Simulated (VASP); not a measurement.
A run of VASP 6.6.1:

The input POSCAR:

```
TaRu
1.0
    3.1470446766      0.0000000000      0.0000000000
    0.0000000000      3.1470446766      0.0000000000
    0.0000000000      0.0000000000      3.1470446766
Ta Ru
1 1
Direct
    0.5000000000      0.5000000000      0.5000000000
    0.0000000000      0.0000000000      0.0000000000
```

File INCAR.step1:

```
SYSTEM = TaRu
PREC = Accurate ; ENCUT = 660
ISMEAR = 1 ; SIGMA = 0.1
LREAL = .False. ; LASPH = .True.
NELM = 120 ; NBANDS = 22
GGA = PE ; ALGO = Normal
EDIFF = 1E-5 ; LWAVE = .True.
LCHARG = .False. ; GGA_COMPAT = .False.
```

INCAR.step2

```
SYSTEM = TaRu
PREC = Accurate ; ENCUT = 660
EDIFF = 1E-6 ; ISMEAR = 1
SIGMA = 0.1 ; LREAL = .False.
LASPH = .True. ; NELM = 120
ALGO = Normal ; ISIF = 2
LWAVE = .False. ; LCHARG = .False.
METAGGA = R2SCAN ; LMIXTAU = .True.
NBANDS = 22 ; ISTART = 1
GGA_COMPAT = .False.
```

The input KPOINTS:

```
Automatic mesh
0
Gamma
  4 4 4
  0.5 0.5 0.5
```

Potentials or basis: VASP PAW PBE potentials, release 64 (Ta_sv_GW, Ru_sv).

The run is started by

```bash
$ cat potpaw_PBE.64/Ta_sv_GW/POTCAR potpaw_PBE.64/Ru_sv/POTCAR > POTCAR
$ cp INCAR.step1 INCAR
$ mpirun -np 1 vasp_std > vasp.out
$ cp INCAR.step2 INCAR
$ mpirun -np 1 vasp_std > vasp.out
```

Hardware: 1 thread of Intel(R) Xeon(R) Platinum 8259CL CPU @ 2.50GHz (Skylake/Cascade Lake) (shared host).

Q: How long does it take, and how much memory?

A: Run time: 62 s on 1 thread of Intel(R) Xeon(R) Platinum 8259CL CPU @ 2.50GHz (Skylake/Cascade Lake) (shared host), peak memory 0.17 GiB. Counts: k points 4.
